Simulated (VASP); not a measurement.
**Pb: single point with PBE**

Crystal: Pb.

```xyz
8
Lattice="6.3145 0.0000 0.0000 0.0000 6.3145 0.0000 0.0000 0.0000 6.3145" Properties=species:S:1:pos:R:3 pbc="T T T"
Pb    3.1573    3.1573    3.1573
Pb    0.0000    0.0000    0.0000
Pb    1.5786    0.0000    3.1573
Pb    3.1573    1.5786    0.0000
Pb    3.1573    4.7359    0.0000
Pb    4.7359    0.0000    3.1573
Pb    0.0000    3.1573    4.7359
Pb    0.0000    3.1573    1.5786
```

* Program: VASP 6.6.1
* Task: single point
* Functional: PBE
* Potentials or basis: VASP PAW PBE potentials, release 64 (Pb_d)
* Cutoff: 520 eV
* k mesh: 4 × 4 × 4
* Occupations: gaussian, width 0.1 eV
* Spin: no spin polarisation
* Dipole correction: no
* Further INCAR settings: ALGO = Fast; EDIFF = 1e-06; NBANDS = 66

| Item | Value |
| --- | --- |
| Pressure | 1.9 GPa |
| Band gap on the k mesh | zero (bands 56 and 57 overlap by 0.77 eV) |

Levels at points of the mesh, in eV from the Fermi level:
```
           k point  band 53  band 54  band 55  band 56  band 57  band 58  band 59  band 60
(0.00, 0.00, 0.00)    -2.71    -1.15    -1.15    -1.15    -0.54    -0.02    -0.02    -0.02
(0.50, 0.00, 0.00)    -1.74    -1.74    -0.47    -0.47     0.42     0.42     0.88     0.88
(0.50, 0.50, 0.00)    -0.83    -0.44    -0.10    -0.10     0.41     0.41     1.20     1.48
(0.50, 0.50, 0.50)    -0.62    -0.62    -0.26    -0.26     1.90     1.90     1.90     1.90
```

Run time: 2.1 min on 1 thread of AMD EPYC 9R45 96-Core Processor (Zen 5), with other jobs on the host, peak memory 0.34 GiB.

Caveat: spin-orbit coupling is left out, which moves the levels of the heavy elements.
